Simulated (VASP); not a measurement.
Input of a VASP 6.6.1 run:

The input INCAR:

```
PREC = Accurate
ENCUT = 500
EDIFF = 1E-7
ISMEAR = 0
SIGMA = 0.1
LREAL = F
LASPH = T
NELM = 120
ALGO = Normal
ISIF = 3
LWAVE = F
LCHARG = F
GGA = PE
IBRION = 2
NSW = 100
EDIFFG = -0.01
GGA_COMPAT = F
NELMIN = 4
```

Contents of KPOINTS:

```
regular mesh
0
Gamma
  10 10 6
```

File POSCAR:

```
Ga2P
1.0
    3.6516953523      0.0000000000      0.0000000000
    0.0000000000      3.6516953523      0.0000000000
    0.0000000000      0.0000000000      8.4569905007
Ga P
4 2
Direct
    0.0000000000      0.5000000000      0.9569872191
    0.5000000000      0.0000000000      0.0430127809
    0.0000000000      0.5000000000      0.3594545941
    0.5000000000      0.0000000000      0.6405454059
    0.0000000000      0.5000000000      0.6694982180
    0.5000000000      0.0000000000      0.3305017820
```

Potentials or basis: VASP PAW PBE potentials, release 64 (Ga_d, P).

Command:

```sh
$ cat potpaw_PBE.64/Ga_d/POTCAR potpaw_PBE.64/P/POTCAR > POTCAR
$ mpirun -np 1 vasp_std > vasp.out
```

Task: Predict the band gap on the k mesh.

Result: Zero (bands 31 and 32 overlap by 4.92 eV).

Task: Predict the space group after relaxing (to 0.1 Å).

Result: P4/nmm (No. 129).

Task: What does it give for the relaxed cell?

Result: a = 3.654 Å, b = 3.654 Å, c = 8.331 Å, α = 90.00°, β = 90.00°, γ = 90.00°.

Final structure:
```
Ga P
1.0
     3.65435    0.00000    0.00000
     0.00000    3.65435    0.00000
     0.00000    0.00000    8.33112
Ga P
4 2
Direct
  0.00000 0.50000 0.95648
  0.50000 0.00000 0.04352
  0.00000 0.50000 0.35341
  0.50000 0.00000 0.64659
  0.00000 0.50000 0.66764
  0.50000 0.00000 0.33236
```
